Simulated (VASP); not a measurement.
# BN (P6_3/mmc) in VASP: further runs

The runs below take BN through single point, with PBE, r2SCAN, HSE06.

Everything below comes from runs of VASP 6.6.1. Logs are shortened: lines on timing, memory, paths and dates and some standing lists are left out, and cuts for length are marked.

### Step 1. The cell of the first run

The structure is hexagonal, space group P6_3/mmc (No. 194). Conventional cell: a = 2.501 Å, b = 2.501 Å, c = 6.893 Å, α = 90.00°, β = 90.00°, γ = 120.00°. Within 1.9 Å of B (site symmetry -6m2) lie 3 N at 1.44 Å. N (site symmetry -6m2) has 3 B at 1.44 Å within 1.9 Å.

### Step 2. Single point, PBE

File INCAR:

```
SYSTEM = BN
ALGO = Normal ; EDIFF = 1E-7
ENCUT = 520 ; GGA = PE
ISIF = 2 ; ISMEAR = 0
LASPH = .True. ; LCHARG = .False.
LREAL = .False. ; LWAVE = .False.
NBANDS = 16 ; NELM = 80
PREC = Accurate ; SIGMA = 0.01
```

File KPOINTS:

```
k-points
0
Gamma
  6 6 2
  0 0 0
```

File POSCAR:

```
BN
1.0
    2.5008381060      0.0000000000      0.0000000000
   -1.2504190530      2.1657893305      0.0000000000
    0.0000000000      0.0000000000      6.8931301039
B N
2 2
Direct
    0.3333333333      0.6666666667      0.2500000000
    0.6666666667      0.3333333333      0.7500000000
    0.6666666667      0.3333333333      0.2500000000
    0.3333333333      0.6666666667      0.7500000000
```

Potentials or basis: VASP PAW PBE potentials, release 64 (B, N).

Command:

```bash
$ cat potpaw_PBE.64/B/POTCAR potpaw_PBE.64/N/POTCAR > POTCAR
$ mpirun -np 1 vasp_std > vasp.out
```

OUTCAR:

```text
SYSTEM = BN
   EDIFF = 1E-7
   ENCUT = 520
   GGA = PE
   ISIF = 2
   ISMEAR = 0
   LASPH = .True.
   LREAL = .False.
   NELM = 80
   PREC = Accurate

 ion  position               nearest neighbor table
   1  0.333  0.667  0.250-   3 1.44   3 1.44   3 1.44
   2  0.667  0.333  0.750-   4 1.44   4 1.44   4 1.44
   3  0.667  0.333  0.250-   1 1.44   1 1.44   1 1.44
   4  0.333  0.667  0.750-   2 1.44   2 1.44   2 1.44

  LATTYP: Found a hexagonal cell.
 ALAT       =     2.5008381060
 C/A-ratio  =     2.7563280035

  Lattice vectors:

 A1 = (   2.5008381060,   0.0000000000,   0.0000000000)
 A2 = (  -1.2504190530,   2.1657893305,   0.0000000000)
 A3 = (   0.0000000000,   0.0000000000,   6.8931301039)

Analysis of symmetry for initial positions (statically):
=====================================================================
 Subroutine PRICEL returns:
 Original cell was already a primitive cell.

 Routine SETGRP: Setting up the symmetry group for a
 hexagonal supercell.

 Subroutine GETGRP returns: Found 24 space group operations
 (whereof 12 operations were pure point group operations)
 out of a pool of 24 trial point group operations.

The static configuration has the point symmetry D_3d.
 The point group associated with its full space group is D_6h.

Analysis of symmetry for dynamics (positions and initial velocities):
=====================================================================
 Subroutine PRICEL returns:
 Original cell was already a primitive cell.

 Routine SETGRP: Setting up the symmetry group for a
 hexagonal supercell.

 Subroutine GETGRP returns: Found 24 space group operations
 (whereof 12 operations were pure point group operations)
 out of a pool of 24 trial point group operations.

The dynamic configuration has the point symmetry D_3d.
 The point group associated with its full space group is D_6h.

 Subroutine INISYM returns: Found 24 space group operations
 (whereof 12 operations are pure point group operations),
 and found     1 'primitive' translations

----------------------------------------------------------------------------------------

                                     Primitive cell

  volume of cell :      37.3352

  direct lattice vectors                    reciprocal lattice vectors
     2.500838106  0.000000000  0.000000000     0.399865948  0.230862713  0.000000000
    -1.250419053  2.165789330  0.000000000     0.000000000  0.461725425  0.000000000
     0.000000000  0.000000000  6.893130104     0.000000000  0.000000000  0.145071975

  length of vectors
     2.500838106  2.500838106  6.893130104     0.461725425  0.461725425  0.145071975

  position of ions in fractional coordinates (direct lattice)
     0.333333333  0.666666667  0.250000000
     0.666666667  0.333333333  0.750000000
     0.666666667  0.333333333  0.250000000
     0.333333333  0.666666667  0.750000000

  ion indices of the primitive-cell ions
   primitive index   ion index
                 1           1
                 2           2
                 3           3
                 4           4

----------------------------------------------------------------------------------------

 KPOINTS: k-points

Automatic generation of k-mesh.
 Grid dimensions read from file:
 generate k-points for:    6    6    2

 Generating k-lattice:

  Cartesian coordinates                     Fractional coordinates (reciprocal lattice)
     0.066644325  0.038477119  0.000000000     0.166666667  0.000000000  0.000000000
     0.000000000  0.076954238  0.000000000     0.000000000  0.166666667  0.000000000
     0.000000000  0.000000000  0.072535988     0.000000000  0.000000000  0.500000000

  Length of vectors
     0.076954238  0.076954238  0.072535988

  Shift w.r.t. Gamma in fractional coordinates (k-lattice)
     0.000000000  0.000000000  0.000000000

 Subroutine IBZKPT returns following result:
 ===========================================

 Found     14 irreducible k-points:

 Following reciprocal coordinates:
            Coordinates               Weight
  0.000000  0.000000  0.000000      1.000000
  0.166667  0.000000  0.000000      6.000000
  0.333333 -0.000000  0.000000      6.000000
  0.500000  0.000000  0.000000      3.000000
  0.166667  0.166667  0.000000      6.000000
  0.333333  0.166667  0.000000     12.000000
  0.333333  0.333333  0.000000      2.000000
  0.000000  0.000000  0.500000      1.000000
  0.166667  0.000000  0.500000      6.000000
  0.333333 -0.000000  0.500000      6.000000
  0.500000  0.000000  0.500000      3.000000
  0.166667  0.166667  0.500000      6.000000
  0.333333  0.166667  0.500000     12.000000
  0.333333  0.333333  0.500000      2.000000
   k-points           NKPTS =     14   k-points in BZ     NKDIM =     14   number of bands    NBANDS=     16
   number of dos      NEDOS =    301   number of ions     NIONS =      4
   total plane-waves  NPLWV =  21600
   dimension x,y,z NGX =    20 NGY =   20 NGZ =   54
   dimension x,y,z NGXF=    40 NGYF=   40 NGZF=  108
   ions per type =               2   2
   NGX,Y,Z   is equivalent  to a cutoff of  13.30, 13.30, 13.02 a.u.
   NGXF,Y,Z  is equivalent  to a cutoff of  26.59, 26.59, 26.05 a.u.
 SYSTEM =  BN
   PREC   = accura    normal or accurate (medium, high low for compatibility)
   ISTART =      0    job   : 0-new  1-cont  2-samecut
   ICHARG =      2    charge: 1-file 2-atom 10-const
   ISPIN  =      1    spin polarized calculation?
   LNONCOLLINEAR =      F non collinear calculations
   LSORBIT =      F    spin-orbit coupling
   LASPH  =      T    aspherical Exc in radial PAW
   ENCUT  =  520.0 eV  38.22 Ry    6.18 a.u.   4.65  4.65 12.82*2*pi/ulx,y,z
   NELM   =     80;   NELMIN=  2; NELMDL= -5     # of ELM steps
   EDIFF  = 0.1E-06   stopping-criterion for ELM
   LREAL  =      F    real-space projection
   EDIFFG = 0.1E-05   stopping-criterion for IOM
   NSW    =      0    number of steps for IOM
   IBRION =     -1    ionic relax: 0-MD 1-quasi-New 2-CG
   NFREE  =      0    steps in history (QN), initial steepest desc. (CG)
   ISIF   =      2    stress and relaxation
   ISYM   =      2    0-nonsym 1-usesym 2-fastsym
   POTIM  = 0.5000    time-step for ionic-motion
   TEBEG  =    0.0;   TEEND  =   0.0 temperature during run
   PSTRESS=    0.0 pullay stress
   NELECT =      16.0000    total number of electrons
[... 41 lines left out ...]
 fundamental gap:      4.3382605318
 Fermi energy:         2.0484850463

 k-point     1 :       0.0000    0.0000    0.0000
  band No.  band energies     occupation
      1     -15.7912      2.00000
      2     -15.5715      2.00000
      3      -4.0829      2.00000
      4      -2.3186      2.00000
      5       0.6697      2.00000
      6       0.6697      2.00000
[... 8 lines left out ...]
     15      14.0617      0.00000
     16      15.0209      0.00000

 k-point     2 :       0.1667    0.0000    0.0000
  band No.  band energies     occupation
      1     -15.2551      2.00000
      2     -15.0499      2.00000
      3      -3.3437      2.00000
      4      -1.6486      2.00000
      5      -1.3050      2.00000
      6      -1.2816      2.00000
[... 8 lines left out ...]
     15      15.8029      0.00000
     16      15.8881      0.00000

 k-point     3 :       0.3333   -0.0000    0.0000
  band No.  band energies     occupation
      1     -13.8088      2.00000
      2     -13.6531      2.00000
      3      -4.8981      2.00000
      4      -4.8425      2.00000
      5      -1.5915      2.00000
      6      -1.5490      2.00000
[... 8 lines left out ...]
     15      17.6788      0.00000
     16      20.6225      0.00000

 k-point     4 :       0.5000    0.0000    0.0000
  band No.  band energies     occupation
      1     -12.6085      2.00000
      2     -12.5570      2.00000
      3      -6.9162      2.00000
      4      -6.8684      2.00000
      5      -2.1478      2.00000
      6      -2.1026      2.00000
[... 8 lines left out ...]
     15      17.1187      0.00000
     16      20.0627      0.00000

 k-point     5 :       0.1667    0.1667    0.0000
  band No.  band energies     occupation
      1     -14.2511      2.00000
      2     -14.0766      2.00000
      3      -3.5089      2.00000
      4      -3.5051      2.00000
      5      -1.9304      2.00000
      6      -1.9300      2.00000
[... 8 lines left out ...]
     15      16.2992      0.00000
     16      16.9647      0.00000

 k-point     6 :       0.3333    0.1667    0.0000
  band No.  band energies     occupation
      1     -12.7223      2.00000
      2     -12.6278      2.00000
      3      -6.0918      2.00000
      4      -6.0373      2.00000
      5      -3.3285      2.00000
      6      -3.2776      2.00000
[... 8 lines left out ...]
     15      16.8676      0.00000
     16      19.7991      0.00000

 k-point     7 :       0.3333    0.3333    0.0000
  band No.  band energies     occupation
      1     -11.9967      2.00000
      2     -11.9967      2.00000
      3      -5.9790      2.00000
      4      -5.8606      2.00000
      5      -5.1562      2.00000
      6      -5.1562      2.00000
[... 8 lines left out ...]
     15      18.1285      0.00000
     16      19.7580      0.00000

 k-point     8 :       0.0000    0.0000    0.5000
  band No.  band energies     occupation
      1     -15.6841      2.00000
      2     -15.6841      2.00000
      3      -3.2935      2.00000
      4      -3.2935      2.00000
      5       0.6822      2.00000
      6       0.6822      2.00000
[... 8 lines left out ...]
     15      14.7388      0.00000
     16      14.7388      0.00000

 k-point     9 :       0.1667    0.0000    0.5000
  band No.  band energies     occupation
      1     -15.1548      2.00000
      2     -15.1548      2.00000
      3      -2.5905      2.00000
      4      -2.5905      2.00000
      5      -1.2802      2.00000
      6      -1.2802      2.00000
[... 8 lines left out ...]
     15      15.8446      0.00000
     16      15.8446      0.00000

 k-point    10 :       0.3333   -0.0000    0.5000
  band No.  band energies     occupation
      1     -13.7323      2.00000
      2     -13.7323      2.00000
      3      -4.8743      2.00000
      4      -4.8743      2.00000
      5      -1.5703      2.00000
      6      -1.5703      2.00000
[... 8 lines left out ...]
     15      19.7298      0.00000
     16      19.7298      0.00000

 k-point    11 :       0.5000    0.0000    0.5000
  band No.  band energies     occupation
      1     -12.5825      2.00000
      2     -12.5825      2.00000
      3      -6.8959      2.00000
      4      -6.8959      2.00000
      5      -2.1252      2.00000
      6      -2.1252      2.00000
[... 8 lines left out ...]
     15      18.1623      0.00000
     16      18.1623      0.00000

 k-point    12 :       0.1667    0.1667    0.5000
  band No.  band energies     occupation
      1     -14.1655      2.00000
      2     -14.1655      2.00000
      3      -3.5135      2.00000
      4      -3.5135      2.00000
      5      -1.9159      2.00000
      6      -1.9159      2.00000
[... 8 lines left out ...]
     15      16.8161      0.00000
     16      16.8161      0.00000

 k-point    13 :       0.3333    0.1667    0.5000
  band No.  band energies     occupation
      1     -12.6754      2.00000
      2     -12.6754      2.00000
      3      -6.0672      2.00000
      4      -6.0672      2.00000
      5      -3.3048      2.00000
      6      -3.3048      2.00000
[... 8 lines left out ...]
     15      17.9748      0.00000
     16      17.9748      0.00000

 k-point    14 :       0.3333    0.3333    0.5000
  band No.  band energies     occupation
      1     -11.9965      2.00000
      2     -11.9965      2.00000
      3      -5.9204      2.00000
      4      -5.9204      2.00000
      5      -5.1601      2.00000
      6      -5.1601      2.00000
[... 8 lines left out ...]
     15      19.3739      0.00000
     16      19.3739      0.00000

------------------------ aborting loop because EDIFF is reached ----------------------------------------

  FORCE on cell =-STRESS in cart. coord.  units (eV):
  Direction    XX          YY          ZZ          XY          YZ          ZX
  --------------------------------------------------------------------------------------
  -------------------------------------------------------------------------------------
  Total        1.1403962      1.1403962      0.4156566      0.0000000      0.0000000     -0.0000000
  in kB       48.9382112     48.9382112     17.8372111      0.0000000      0.0000000     -0.0000000
  external PRESSURE =      38.5712112 kB  Pullay stress =       0.0000000 kB

 VOLUME and BASIS-vectors are now :
 -----------------------------------------------------------------------------
  energy-cutoff  :      520.00
  volume of cell :       37.34
      direct lattice vectors                 reciprocal lattice vectors
     2.500838106  0.000000000  0.000000000     0.399865948  0.230862713  0.000000000
    -1.250419053  2.165789330  0.000000000     0.000000000  0.461725425  0.000000000
     0.000000000  0.000000000  6.893130104     0.000000000  0.000000000  0.145071975

 POSITION                                       TOTAL-FORCE (eV/Angst)
 -----------------------------------------------------------------------------------
     -0.00000      1.44386      1.72328        -0.000000     -0.000000      0.000000
      1.25042      0.72193      5.16985         0.000000      0.000000      0.000000
      1.25042      0.72193      1.72328         0.000000     -0.000000      0.000000
     -0.00000      1.44386      5.16985         0.000000      0.000000      0.000000
 -----------------------------------------------------------------------------------
    total drift:                               -0.000000      0.000000      0.000000

  FREE ENERGIE OF THE ION-ELECTRON SYSTEM (eV)
  ---------------------------------------------------
  free  energy   TOTEN  =       -35.1696660493 eV

  energy  without entropy=      -35.1696660493  energy(sigma->0) =      -35.16966605
```

It took 9.9 s on 1 thread of Intel Xeon 6975P-C, shared host; peak memory 0.14 GiB.

Results:

```yaml
Free_energy: -35.1697 eV
Pressure: 3.9 GPa
Band_gap_on_the_k_mesh: 4.34 eV, indirect (least direct gap 4.66 eV)
```

Caveat: the k points lie up to 0.48 Å⁻¹ apart; this functional lacks dispersion, which binds the layers, so the pressure and a relaxed spacing across them are unreliable. A k mesh can miss the band edges.

### Step 3. Single point, r2SCAN

POSCAR is that of step 2.

File INCAR.step1:

```
SYSTEM = BN
  PREC = Accurate
  ENCUT = 520
  ISMEAR = 0
  SIGMA = 0.01
  LREAL = .FALSE.
  LASPH = .TRUE.
  NELM = 60
  NBANDS = 16
  GGA = PE
  ALGO = Normal
  EDIFF = 1E-4
  LWAVE = .TRUE.
  LCHARG = .FALSE.
```

File INCAR.step2:

```
SYSTEM = BN
  PREC = Accurate
  ENCUT = 520
  EDIFF = 1E-6
  ISMEAR = 0
  SIGMA = 0.01
  LREAL = .FALSE.
  LASPH = .TRUE.
  NELM = 60
  ALGO = Normal
  ISIF = 2
  LWAVE = .FALSE.
  LCHARG = .TRUE.
  METAGGA = R2SCAN
  LMIXTAU = .TRUE.
  LELF = .TRUE.
  LVHAR = .TRUE.
  NBANDS = 16
  ISTART = 1
```

File KPOINTS:

```
Automatic mesh
0
G
  6 6 2
  0 0 0
```

Potentials or basis: VASP PAW PBE potentials, release 64 (B, N).

Command:

```bash
$ cat potpaw_PBE.64/B/POTCAR potpaw_PBE.64/N/POTCAR > POTCAR
$ cp INCAR.step1 INCAR
$ mpirun -np 1 vasp_std > vasp.out
$ cp INCAR.step2 INCAR
$ mpirun -np 1 vasp_std > vasp.out
```

It took 35 s on 1 thread of Intel Xeon 6975P-C, shared host; peak memory 0.16 GiB.

The run converged. Its results:

```yaml
Free_energy: -38.5949 eV
Pressure: 0.4 GPa
Band_gap_on_the_k_mesh: 4.93 eV, indirect (least direct gap 5.37 eV)
```

Stress tensor (GPa, compression positive):
```
 0.70  0.00  0.00
 0.00  0.70  0.00
 0.00  0.00 -0.26
```

Levels at points of the mesh, in eV from the valence-band top:
```csv
k point,band 4,band 5,band 6,band 7,band 8,band 9,band 10,band 11,band 12,band 13
"(0.00, 0.00, 0.00)",-4.42,-1.35,-1.35,-1.32,-1.32,5.38,10.57,12.35,12.35,12.44
"(0.50, 0.00, 0.00)",-9.22,-4.29,-4.24,-1.34,-0.52,4.93,6.18,10.21,10.73,13.11
"(0.00, 0.00, 0.50)",-5.43,-1.34,-1.34,-1.34,-1.34,7.67,7.67,12.39,12.39,12.39
"(0.50, 0.00, 0.50)",-9.25,-4.27,-4.27,-0.92,-0.92,5.36,5.36,10.65,10.65,14.10
```

Caveat: the k points lie up to 0.48 Å⁻¹ apart; the PAW data sets were made with another functional, which shifts forces and pressure a little. r2SCAN opens gaps a little over a GGA but as a rule still falls short of measured ones.

### Step 4. Single point, PBE

File INCAR:

```
SYSTEM = BN
ALGO = Normal
EDIFF = 1E-7
ENCUT = 520
GGA = PE
ISIF = 2
ISMEAR = 0
LASPH = .True.
LCHARG = .False.
LREAL = .False.
LWAVE = .False.
NBANDS = 16
NELM = 60
PREC = Accurate
SIGMA = 0.01
```

File KPOINTS:

```
k-points
0
Gamma
  9 9 4
  0 0 0
```

POSCAR is that of step 3.

Command:

```bash
$ cat potpaw_PBE.64/B/POTCAR potpaw_PBE.64/N/POTCAR > POTCAR
$ mpirun -np 1 vasp_std > vasp.out
```

It took 25 s on 1 thread of Intel Xeon 6975P-C, shared host; peak memory 0.16 GiB.

It converged, with:

* Free energy: -35.1707 eV
* Pressure: 3.9 GPa
* Band gap on the k mesh: 4.45 eV, indirect (least direct gap 4.66 eV)

Stress tensor (GPa, compression positive):
```
4.92 0.00 0.00
0.00 4.92 0.00
0.00 0.00 1.75
```

Levels at points of the mesh, in eV from the valence-band top:
```csv
k point,band 6,band 7,band 8,band 9,band 10,band 11
"(0.00, 0.00, 0.00)",-1.33,-1.30,-1.30,5.05,9.89,11.59
"(0.00, 0.00, 0.50)",-1.31,-1.31,-1.31,7.21,7.21,11.64
```

Caveat: this functional lacks dispersion, which binds the layers, so the pressure and a relaxed spacing across them are unreliable.

### Step 5. Single point, HSE06

POSCAR is that of step 4.

File INCAR.step1:

```
SYSTEM = BN
  ALGO = Normal
  EDIFF = 1E-5
  ENCUT = 520
  GGA = PE
  ISIF = 2
  ISMEAR = 0
  LASPH = .True.
  LCHARG = .False.
  LREAL = .False.
  LWAVE = .True.
  NBANDS = 16
  NELM = 100
  PREC = Accurate
  SIGMA = 0.01
```

File INCAR.step2:

```
SYSTEM = BN
  ALGO = Normal
  EDIFF = 1E-6
  ENCUT = 520
  GGA = PE
  HFSCREEN = 0.2079
  ISIF = 2
  ISMEAR = 0
  ISTART = 1
  LASPH = .True.
  LCHARG = .False.
  LHFCALC = .True.
  LREAL = .False.
  LWAVE = .False.
  NBANDS = 16
  NELM = 100
  PREC = Accurate
  PRECFOCK = Normal
  SIGMA = 0.01
```

File KPOINTS:

```
k-points
0
Gamma
  6 6 2
  0 0 0
```

Command:

```bash
$ cat potpaw_PBE.64/B/POTCAR potpaw_PBE.64/N/POTCAR > POTCAR
$ cp INCAR.step1 INCAR
$ mpirun -np 1 vasp_std > vasp.out
$ cp INCAR.step2 INCAR
$ mpirun -np 1 vasp_std > vasp.out
```

Run time: 6.8 min. Hardware: 1 thread of Intel Xeon 6975P-C, shared host; peak memory 0.26 GiB.

It converged, with:

```yaml
Free_energy: -40.7971 eV
Pressure: -0.8 GPa
Band_gap_on_the_k_mesh: 5.64 eV, indirect (least direct gap 6.06 eV)
```

Stress tensor (GPa, compression positive):
```
-1.90  0.00  0.00
 0.00 -1.90  0.00
 0.00  0.00  1.29
```

Levels at points of the mesh, in eV from the valence-band top:
```csv
k point,band 6,band 7,band 8,band 9,band 10,band 11
"(0.00, 0.00, 0.00)",-1.57,-1.54,-1.54,6.20,11.52,13.34
"(0.50, 0.00, 0.00)",-4.57,-1.43,-0.57,5.64,6.93,11.06
"(0.00, 0.00, 0.50)",-1.56,-1.56,-1.56,8.53,8.53,13.40
"(0.50, 0.00, 0.50)",-4.60,-0.99,-0.99,6.09,6.09,11.50
```

Caveat: the k points lie up to 0.48 Å⁻¹ apart; the PAW data sets were made with another functional, which shifts forces and pressure a little; this functional lacks dispersion, which binds the layers, so the pressure and a relaxed spacing across them are unreliable. A k mesh can miss the band edges.

### Step 6. Summary

| level | k mesh | grid for exact exchange (PRECFOCK) | screening parameter | gap on the mesh (eV) | pressure (GPa) |
| --- | --- | --- | --- | --- | --- |
| PBE | 6 × 6 × 2 | - | - | 4.34 | 3.9 |
| r2SCAN | 6 × 6 × 2 | - | - | 4.93 | 0.4 |
| PBE | 9 × 9 × 4 | - | - | 4.45 | 3.9 |
| HSE06 | 6 × 6 × 2 | Normal | 0.2079 1/Å | 5.64 | -0.8 |

Alike in all rows: task single point; potentials or basis VASP PAW PBE potentials, release 64 (B, N); no spin polarisation; cell as given; cutoff (eV) 520; smearing gaussian 0.01 eV.

Caveats: some runs use coarse meshes; this functional lacks dispersion, which binds the layers, so the pressure and a relaxed spacing across them are unreliable (some runs); the PAW data sets were made with another functional, which shifts forces and pressure a little (some runs).

Total energies depend on the potentials used, so only differences within one code and one set of settings carry meaning.
